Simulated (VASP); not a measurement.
The system is Zr.

```
Zr
1.0
     1.69765    0.98014    8.20466
    -1.69765    0.98014    8.20466
     0.00000   -1.96028    8.20466
Zr
3
Direct
  0.00000 0.00000 0.00000
  0.22222 0.22222 0.22222
  0.77778 0.77778 0.77778
```

| Property | Result |
| --- | --- |
| Program | VASP 6.6.1 |
| Task | relaxation of cell and atoms |
| Functional | r2SCAN |
| Potentials or basis | VASP PAW PBE potentials, release 64 (Zr_sv) |
| Cutoff | 600 eV |
| k mesh | 6 × 6 × 6 |
| Occupations | gaussian, width 0.1 eV |
| Spin | no spin polarisation |

At the start: pressure -10.8 GPa; volume 27.30 Å³/atom.

Q: Where does the relaxation end?

A: Over 6 steps the energy falls by 138.6 meV/atom and the volume is 23.58 Å³/atom (-13.6 %); space group R-3m (No. 166, to 0.05 Å).

Step by step:
```
step  energy change (eV)  largest force (eV/Å)  pressure (GPa)  volume (Å³)
   1              0.0000                0.0925          -10.82        81.91
   2             -0.0452                0.0770           14.59        61.94
   3             -0.4139                0.0919           -0.21        70.96
   4             -0.4140                0.0918            0.05        70.76
   5             -0.4147                0.0703            0.05        70.76
   6             -0.4157                0.0073            0.06        70.75
```

Final structure:
```
Zr
1.0
     1.61595    0.93297    7.82189
    -1.61595    0.93297    7.82189
     0.00000   -1.86593    7.82189
Zr
3
Direct
  0.00000 0.00000 0.00000
  0.22300 0.22300 0.22300
  0.77700 0.77700 0.77700
```

Caveat: the PAW data sets were made with another functional, which shifts forces and pressure a little.
